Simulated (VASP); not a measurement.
Crystal: VO2.

```
O V
1.0
     4.51700    0.00000    0.00000
     0.00000    4.51700    0.00000
     0.00000    0.00000    2.87200
O V
4 2
Direct
  0.30000 0.30000 0.00000
  0.20000 0.80000 0.50000
  0.70000 0.70000 0.00000
  0.80000 0.20000 0.50000
  0.00000 0.00000 0.00000
  0.50000 0.50000 0.50000
```

Base run:

- Program: VASP 6.6.1
- Functional: r2SCAN
- Potentials or basis: VASP PAW PBE potentials, release 64 (O, V_sv)
- Cutoff: 660 eV
- k mesh: 4 × 4 × 7
- Occupations: gaussian, width 0.05 eV
- Spin: collinear spin
- Starting moments: [0.0, 0.0, 0.0, 0.0, 0.0, 2.0] μB
- Hubbard terms: V d U = 3.25 eV

Its results: band gap on the k mesh zero (filled and empty bands overlap); pressure 8.3 GPa; net moment 2.00 μB per cell; site moments O -0.05; V +1.08 μB; largest force 0.258 eV/Å.

The run is repeated on the same cell with these changes: spin from collinear spin to collinear spin, ferromagnetic start; moments at the start from [0.0, 0.0, 0.0, 0.0, 0.0, 2.0] to [0.0, 0.0, 0.0, 0.0, 0.8, 0.8]. What comes out?

Band gap on the k mesh 1.43 eV (least direct gap 1.64 eV); pressure 9.3 GPa; net moment 2.00 μB per cell; site moments O -0.05; V +1.07 μB; largest force 0.317 eV/Å.

Caveats: the PAW data sets were made with another functional, which shifts forces and pressure a little; the cell stands under pressure (at least some runs); the stress differs along the axes, from 4 to 21 GPa (at least some runs).

A k mesh can miss the band edges.
